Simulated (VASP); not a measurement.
**HgTe: single point with r2SCAN+rVV10**

HgTe:

```
CELL_PARAMETERS angstrom
0.00000 3.26432 3.26432
3.26432 0.00000 3.26432
3.26432 3.26432 0.00000
ATOMIC_POSITIONS crystal
Hg 0.00000 0.00000 0.00000
Te 0.25000 0.25000 0.25000
```

```
Program                : VASP 6.6.1
Task                   : single point
Functional             : r2SCAN
Dispersion             : rVV10
Potentials or basis    : VASP PAW PBE potentials, release 64 (Hg, Te)
Cutoff                 : 520 eV
k mesh                 : 6 × 6 × 6
Occupations            : gaussian, width 0.05 eV
Spin                   : no spin polarisation
Dipole correction      : no
Further INCAR settings : ALGO = Normal; EDIFF = 1e-06; NBANDS = 16
```

The pressure is 0.3 GPa. The band gap on the k mesh is zero (filled and empty bands touch).

Levels at points of the mesh, in eV from the Fermi level:
```csv
k point,band 6,band 7,band 8,band 9,band 10,band 11,band 12,band 13
"(0.00, 0.00, 0.00)",-6.94,-0.53,-0.02,-0.02,-0.02,4.58,4.58,4.58
"(0.50, 0.00, 0.00)",-6.64,-5.48,-0.98,-0.98,0.90,5.35,5.35,7.02
"(0.50, 0.50, 0.00)",-6.49,-5.44,-2.25,-2.25,2.04,2.70,8.49,9.28
```

It took 2.9 min on 1 thread of Intel(R) Xeon(R) Platinum 8488C (Sapphire Rapids) (shared host), peak memory 0.4 GiB.

Caveat: the PAW data sets were made with another functional, which shifts forces and pressure a little; spin-orbit coupling is left out, which moves the levels of the heavy elements.
